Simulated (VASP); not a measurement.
# TiCo3 (Pm-3m) in VASP: further runs

TiCo3 is run at these levels: PBEsol; tasks: single point.

Program: VASP 6.6.1. These are calculated values, not measurements. Logs are shortened: lines on timing, memory, paths and dates and some standing lists are left out, and cuts for length are marked.

## Step 1: The cell of the first run

It takes space group Pm-3m (No. 221, cubic). The conventional cell has a = 3.374 Å, b = 3.374 Å, c = 3.374 Å, α = 90.00°, β = 90.00°, γ = 90.00°. Ti (site symmetry m-3m) has 12 Co at 2.39 Å within 3.2 Å. Within 3.2 Å of Co (site symmetry 4/mmm) lie 4 Ti at 2.39 Å and 8 Co at 2.39 Å.

## Step 2: Single point, PBEsol, collinear spin, ferromagnetic start (9.61 Å³/atom)

File INCAR:

```
PREC = Accurate
ENCUT = 520
EDIFF = 1E-6
ISMEAR = 0
SIGMA = 0.15
LREAL = F
LASPH = T
NELM = 150
ALGO = Fast
ISIF = 2
LWAVE = F
LCHARG = T
ISPIN = 2
MAGMOM = 0.7 1.54 1.54 1.54
LORBIT = 11
NUPDOWN = 5.32
LMAXMIX = 4
GGA = PS
LELF = T
LVHAR = T
NBANDS = 32
```

File KPOINTS:

```
regular mesh
0
Gamma
  12 12 12
```

File POSCAR:

```
TiCo3
1.0
    3.3744333754      0.0000000000      0.0000000000
    0.0000000000      3.3744333754      0.0000000000
    0.0000000000      0.0000000000      3.3744333754
Ti Co
1 3
Direct
    0.0000000000      0.0000000000      0.0000000000
    0.0000000000      0.5000000000      0.5000000000
    0.5000000000      0.0000000000      0.5000000000
    0.5000000000      0.5000000000      0.0000000000
```

Potentials or basis: VASP PAW PBE potentials, release 64 (Ti_sv, Co).

On the command line:

```
cat potpaw_PBE.64/Ti_sv/POTCAR potpaw_PBE.64/Co/POTCAR > POTCAR
mpirun -np 1 vasp_std > vasp.out
```

OUTCAR:

```text
PREC = Accurate
   ENCUT = 520
   EDIFF = 1E-6
   ISMEAR = 0
   LREAL = F
   LASPH = T
   NELM = 150
   ISIF = 2
   ISPIN = 2
   LORBIT = 11
   NUPDOWN = 5.32
   GGA = PS

 ion  position               nearest neighbor table
   1  0.000  0.000  0.000-   2 2.39   3 2.39   4 2.39   2 2.39   3 2.39   2 2.39   4 2.39   2 2.39
                             3 2.39   4 2.39   3 2.39   4 2.39
   2  0.000  0.500  0.500-   1 2.39   3 2.39   4 2.39   1 2.39   4 2.39   1 2.39   3 2.39   1 2.39
                             3 2.39   4 2.39   4 2.39   3 2.39
   3  0.500  0.000  0.500-   1 2.39   2 2.39   4 2.39   1 2.39   4 2.39   2 2.39   4 2.39   4 2.39
                             1 2.39   2 2.39   1 2.39   2 2.39
   4  0.500  0.500  0.000-   1 2.39   2 2.39   3 2.39   2 2.39   3 2.39   1 2.39   3 2.39   3 2.39
                             1 2.39   2 2.39   2 2.39   1 2.39

  LATTYP: Found a simple cubic cell.
 ALAT       =     3.3744333754

  Lattice vectors:

 A1 = (   3.3744333754,   0.0000000000,   0.0000000000)
 A2 = (   0.0000000000,   3.3744333754,   0.0000000000)
 A3 = (   0.0000000000,   0.0000000000,   3.3744333754)

Analysis of symmetry for initial positions (statically):
=====================================================================
 Subroutine PRICEL returns:
 Original cell was already a primitive cell.

 Routine SETGRP: Setting up the symmetry group for a
 simple cubic supercell.

 Subroutine GETGRP returns: Found 48 space group operations
 (whereof 48 operations were pure point group operations)
 out of a pool of 48 trial point group operations.

The static configuration has the point symmetry O_h .

Analysis of symmetry for dynamics (positions and initial velocities):
=====================================================================
 Subroutine PRICEL returns:
 Original cell was already a primitive cell.

 Routine SETGRP: Setting up the symmetry group for a
 simple cubic supercell.

 Subroutine GETGRP returns: Found 48 space group operations
 (whereof 48 operations were pure point group operations)
 out of a pool of 48 trial point group operations.

The dynamic configuration has the point symmetry O_h .

Analysis of structural, dynamic, and magnetic symmetry:
=====================================================================
 Subroutine PRICEL returns:
 Original cell was already a primitive cell.

 Routine SETGRP: Setting up the symmetry group for a
 simple cubic supercell.

 Subroutine GETGRP returns: Found 48 space group operations
 (whereof 48 operations were pure point group operations)
 out of a pool of 48 trial point group operations.

The overall configuration has the point symmetry O_h .

 Subroutine INISYM returns: Found 48 space group operations
 (whereof 48 operations are pure point group operations),
 and found     1 'primitive' translations

----------------------------------------------------------------------------------------

                                     Primitive cell

  volume of cell :      38.4240

  direct lattice vectors                    reciprocal lattice vectors
     3.374433375  0.000000000  0.000000000     0.296346049  0.000000000  0.000000000
     0.000000000  3.374433375  0.000000000     0.000000000  0.296346049  0.000000000
     0.000000000  0.000000000  3.374433375     0.000000000  0.000000000  0.296346049

  length of vectors
     3.374433375  3.374433375  3.374433375     0.296346049  0.296346049  0.296346049

  position of ions in fractional coordinates (direct lattice)
     0.000000000  0.000000000  0.000000000
     0.000000000  0.500000000  0.500000000
     0.500000000  0.000000000  0.500000000
     0.500000000  0.500000000  0.000000000

  ion indices of the primitive-cell ions
   primitive index   ion index
                 1           1
                 2           2
                 3           3
                 4           4

----------------------------------------------------------------------------------------

 KPOINTS: regular mesh

Automatic generation of k-mesh.
 Grid dimensions read from file:
 generate k-points for:   12   12   12

 Generating k-lattice:

  Cartesian coordinates                     Fractional coordinates (reciprocal lattice)
     0.024695504  0.000000000  0.000000000     0.083333333  0.000000000  0.000000000
     0.000000000  0.024695504  0.000000000     0.000000000  0.083333333  0.000000000
     0.000000000  0.000000000  0.024695504     0.000000000  0.000000000  0.083333333

  Length of vectors
     0.024695504  0.024695504  0.024695504

  Shift w.r.t. Gamma in fractional coordinates (k-lattice)
     0.000000000  0.000000000  0.000000000

 Subroutine IBZKPT returns following result:
 ===========================================

 Found     84 irreducible k-points:

 Following reciprocal coordinates:
            Coordinates               Weight
  0.000000  0.000000  0.000000      1.000000
  0.083333  0.000000  0.000000      6.000000
  0.166667  0.000000  0.000000      6.000000
  0.250000  0.000000  0.000000      6.000000
  0.333333  0.000000  0.000000      6.000000
  0.416667  0.000000  0.000000      6.000000
[... 16 lines left out ...]
  0.333333  0.333333  0.000000     12.000000
  0.416667  0.333333  0.000000     24.000000
 [... further k-points ...]
   k-points           NKPTS =     84   k-points in BZ     NKDIM =     84   number of bands    NBANDS=     32
   number of dos      NEDOS =    301   number of ions     NIONS =      4
   total plane-waves  NPLWV =  21952
   dimension x,y,z NGX =    28 NGY =   28 NGZ =   28
   dimension x,y,z NGXF=    56 NGYF=   56 NGZF=   56
   ions per type =               1   3
   NGX,Y,Z   is equivalent  to a cutoff of  13.79, 13.79, 13.79 a.u.
   NGXF,Y,Z  is equivalent  to a cutoff of  27.59, 27.59, 27.59 a.u.
 SYSTEM =  unknown system
   PREC   = accura    normal or accurate (medium, high low for compatibility)
   ISTART =      0    job   : 0-new  1-cont  2-samecut
   ICHARG =      2    charge: 1-file 2-atom 10-const
   ISPIN  =      2    spin polarized calculation?
   LNONCOLLINEAR =      F non collinear calculations
   LSORBIT =      F    spin-orbit coupling
   LASPH  =      T    aspherical Exc in radial PAW
   ENCUT  =  520.0 eV  38.22 Ry    6.18 a.u.   6.27  6.27  6.27*2*pi/ulx,y,z
   NELM   =    150;   NELMIN=  2; NELMDL= -5     # of ELM steps
   EDIFF  = 0.1E-05   stopping-criterion for ELM
   LREAL  =      F    real-space projection
   EDIFFG = 0.1E-04   stopping-criterion for IOM
   NSW    =      0    number of steps for IOM
   IBRION =     -1    ionic relax: 0-MD 1-quasi-New 2-CG
   NFREE  =      0    steps in history (QN), initial steepest desc. (CG)
   ISIF   =      2    stress and relaxation
   ISYM   =      2    0-nonsym 1-usesym 2-fastsym
   POTIM  = 0.5000    time-step for ionic-motion
   TEBEG  =    0.0;   TEEND  =   0.0 temperature during run
   PSTRESS=    0.0 pullay stress
   NELECT =      39.0000    total number of electrons
   NUPDOWN=       5.3200    fix difference up-down
   EMIN   =  10.00;   EMAX   =-10.00  energy-range for DOS
   EFERMI =   0.00;   METHOD = LEGACY
   ISMEAR =     0;   SIGMA  =   0.15  broadening in eV -4-tet -1-fermi 0-gaus
   EFERMI_NEDOS =   21; number of points for ismear=-14 and -15
   IALGO  =     68    algorithm
   IMIX   =      4    mixing-type and parameters
     AMIX     =   0.40;   BMIX     =  1.00
     AMIX_MAG =   1.60;   BMIX_MAG =  1.00
  volume/ion in A,a.u.               =       9.61        64.82
  Fermi-wavevector in a.u.,A,eV,Ry     =   1.645238  3.109050 36.828378  2.706809
  Thomas-Fermi vector in A             =   2.735069
   LORBIT       =     11    0 simple, 1 ext, 2 COOP (PROOUT), +10 PAW based schemes
   GGA     = PS    functional components
   LHFCALC =     F    Hartree Fock is set to
   AEXX    =    0.0000 exact exchange contribution
   IVDW    =     0    specifies the selected vdW correction
   LEPSILON=     F    determine dielectric tensor
   LRPA    =     F    only Hartree local field effects (RPA)
 spin polarized calculation
 RMM-DIIS sequential band-by-band and
 Gauss-broadening in eV      SIGMA  =   0.15
  energy-cutoff  :      520.00
  volume of cell :       38.42
 maximum number of plane-waves:      1064
 NGX is ok and might be reduce to    28
   NGX = 13   NGY = 13   NGZ = 13

 number of electron      39.0000021 magnetization       5.3200007

 Free energy of the ion-electron system (eV)
  ---------------------------------------------------
  ext. energy  EPLUGINS =         0.00000000
  ---------------------------------------------------
  free energy    TOTEN  =       -29.60222782 eV

  energy without entropy =      -29.51199357  energy(sigma->0) =      -29.55711070

 E-fermi :  12.5095     XC(G=0): -14.4624

 val. band max:       14.5800595409   @ k =   0.5000   0.2500   0.1667
 cond. band min:      12.5120810805   @ k =   0.4167   0.4167   0.3333
 fundamental gap:     -2.0679784603
 Fermi energy:        14.5803459463

 spin component 1

 k-point     1 :       0.0000    0.0000    0.0000
  band No.  band energies     occupation
      1     -42.5497      1.00000
      2     -18.9956      1.00000
      3     -18.9956      1.00000
      4     -18.9956      1.00000
      5       3.6754      1.00000
      6       6.8520      1.00000
[... 805 lines left out ...]
     30      26.2606      0.00000
     31      26.9963      0.00000

 [... further k-points ...]

 spin component 2

 k-point     1 :       0.0000    0.0000    0.0000
  band No.  band energies     occupation
      1     -42.1635      1.00000
      2     -18.6107      1.00000
      3     -18.6107      1.00000
      4     -18.6107      1.00000
      5       4.1108      1.00000
      6       7.9048      1.00000
[... 805 lines left out ...]
     30      27.0284      0.00000
     31      27.6641      0.00000

 [... further k-points ...]

 [bands above 31 left out]

------------------------ aborting loop because EDIFF is reached ----------------------------------------

  FORCE on cell =-STRESS in cart. coord.  units (eV):
  Direction    XX          YY          ZZ          XY          YZ          ZX
  --------------------------------------------------------------------------------------
  -------------------------------------------------------------------------------------
  Total       15.7885993     15.7885993     15.7885993      0.0000000      0.0000000     -0.0000000
  in kB      658.3420749    658.3420749    658.3420749      0.0000000      0.0000000     -0.0000000
  external PRESSURE =     658.3420749 kB  Pullay stress =       0.0000000 kB

 VOLUME and BASIS-vectors are now :
 -----------------------------------------------------------------------------
  energy-cutoff  :      520.00
  volume of cell :       38.42
      direct lattice vectors                 reciprocal lattice vectors
     3.374433375  0.000000000  0.000000000     0.296346049  0.000000000  0.000000000
     0.000000000  3.374433375  0.000000000     0.000000000  0.296346049  0.000000000
     0.000000000  0.000000000  3.374433375     0.000000000  0.000000000  0.296346049

 POSITION                                       TOTAL-FORCE (eV/Angst)
 -----------------------------------------------------------------------------------
      0.00000      0.00000      0.00000         0.000000      0.000000      0.000000
      0.00000      1.68722      1.68722         0.000000      0.000000      0.000000
      1.68722      0.00000      1.68722         0.000000      0.000000      0.000000
      1.68722      1.68722      0.00000         0.000000      0.000000      0.000000
 -----------------------------------------------------------------------------------
    total drift:                                0.000000      0.000000      0.000000

  FREE ENERGIE OF THE ION-ELECTRON SYSTEM (eV)
  ---------------------------------------------------
  free  energy   TOTEN  =       -29.6022278202 eV

  energy  without entropy=      -29.5119935734  energy(sigma->0) =      -29.55711070

 total charge

# of ion       s       p       d       tot
------------------------------------------
    1        2.312   6.294   2.260  10.866
    2        0.609   0.708   7.393   8.710
    3        0.609   0.708   7.393   8.710
    4        0.609   0.708   7.393   8.710
--------------------------------------------------
tot          4.139   8.417  24.438  36.995

 magnetization (x)

# of ion       s       p       d       tot
------------------------------------------
    1        0.009   0.039   0.375   0.424
    2        0.013   0.093   1.471   1.577
    3        0.013   0.093   1.471   1.577
    4        0.013   0.093   1.471   1.577
--------------------------------------------------
tot          0.049   0.318   4.789   5.155
```

Run time: 3 min. Hardware: 1 thread of AMD EPYC 9R45 (Zen 5), shared host; peak memory 0.25 GiB.

Results:

| Item | Value |
| --- | --- |
| Free energy | -29.6022 eV |
| Pressure | 65.8 GPa |
| Net moment | 5.32 μB per cell |
| Site moments | Ti +0.42; Co +1.58 μB |
| Valence electrons inside the program's atomic spheres | Ti 10.87; Co 8.71 |

Caveat: the cell stands under pressure; the PAW data sets were made with another functional, which shifts forces and pressure a little; the total moment is fixed, so each spin has its own Fermi level.

## Step 3: Single point, PBEsol, collinear spin, ferromagnetic start (9.61 Å³/atom)

File INCAR:

```
PREC     = Accurate       # precision mode
ENCUT    = 520            # plane-wave cutoff, eV
EDIFF    = 1E-6           # SCF threshold, eV
ISMEAR   = 0              # smearing method
SIGMA    = 0.15           # smearing width, eV
LREAL    = F              # projectors in reciprocal space
LASPH    = T              # aspherical terms in the spheres
NELM     = 150            # most SCF steps
ALGO     = Normal         # electronic algorithm
ISIF     = 2              # what is computed and relaxed
LWAVE    = F              # write WAVECAR
LCHARG   = F              # write CHGCAR
ISPIN    = 2              # spin polarisation
MAGMOM   = 0.2 0.44 0.44 0.44 # initial moments
LORBIT   = 11             # projections on sites
NUPDOWN  = 1.52           # fixed moment
LMAXMIX  = 4              # l up to which the mixer works
GGA      = PS             # functional
NBANDS   = 32             # bands
```

File KPOINTS:

```
Automatic mesh
0
Gamma
  12 12 12
```

POSCAR is that of step 2.

Potentials or basis: VASP PAW PBE potentials, release 64 (Ti_sv, Co).

On the command line:

```
cat potpaw_PBE.64/Ti_sv/POTCAR potpaw_PBE.64/Co/POTCAR > POTCAR
mpirun -np 1 vasp_std > vasp.out
```

Wall time 97 s (1 thread of Intel Xeon 6975P-C (Granite Rapids), shared host); peak memory 0.28 GiB.

The run converged. Its results:

- Free energy: -32.0527 eV
- Pressure: 43.6 GPa
- Net moment: 1.52 μB per cell
- Site moments: Ti -0.12; Co +0.54 μB
- Valence electrons inside the program's atomic spheres: Ti 10.79; Co 8.74

Caveat: the cell stands under pressure; the PAW data sets were made with another functional, which shifts forces and pressure a little; the total moment is fixed, so each spin has its own Fermi level.

## Step 4: Single point, PBEsol, collinear spin, ferromagnetic start (9.61 Å³/atom)

File INCAR:

```
PREC = Accurate ; ENCUT = 520
EDIFF = 1E-6 ; ISMEAR = 0
SIGMA = 0.15 ; LREAL = False
LASPH = True ; NELM = 150
ALGO = Fast ; ISIF = 2
LWAVE = False ; LCHARG = False
ISPIN = 2 ; MAGMOM = 0.8 1.76 1.76 1.76
LORBIT = 11 ; NUPDOWN = 6.08
LMAXMIX = 4 ; GGA = PS
NBANDS = 32
```

File KPOINTS:

```
regular mesh
0
Gamma
  12 12 12
```

POSCAR is that of step 3.

On the command line:

```
cat potpaw_PBE.64/Ti_sv/POTCAR potpaw_PBE.64/Co/POTCAR > POTCAR
mpirun -np 1 vasp_std > vasp.out
```

It took 2.3 min on 1 thread of Intel Xeon 6975P-C (Granite Rapids), shared host; peak memory 0.28 GiB.

It converged, with:

| Item | Value |
| --- | --- |
| Free energy | -28.7952 eV |
| Pressure | 72.5 GPa |
| Net moment | 6.08 μB per cell |
| Site moments | Ti +0.58; Co +1.76 μB |
| Valence electrons inside the program's atomic spheres | Ti 10.89; Co 8.70 |

Caveat: the cell stands under pressure; the PAW data sets were made with another functional, which shifts forces and pressure a little; the total moment is fixed, so each spin has its own Fermi level.

## Step 5: Summary

| fixed moment (μB) | pressure (GPa) | moment (μB) |
| --- | --- | --- |
| 5.32 | 65.8 | 5.32 |
| 1.52 | 43.6 | 1.52 |
| 6.08 | 72.5 | 6.08 |

Alike in all rows: task single point; level PBEsol; potentials or basis VASP PAW PBE potentials, release 64 (Ti_sv, Co); spin collinear, ferromagnetic start; cell as given; k mesh 12 × 12 × 12; cutoff (eV) 520; smearing gaussian 0.15 eV.

Caveats: the cell stands under pressure; the PAW data sets were made with another functional, which shifts forces and pressure a little; the total moment is fixed, so each spin has its own Fermi level.

Total energies depend on the potentials used, so only differences within one code and one set of settings carry meaning.
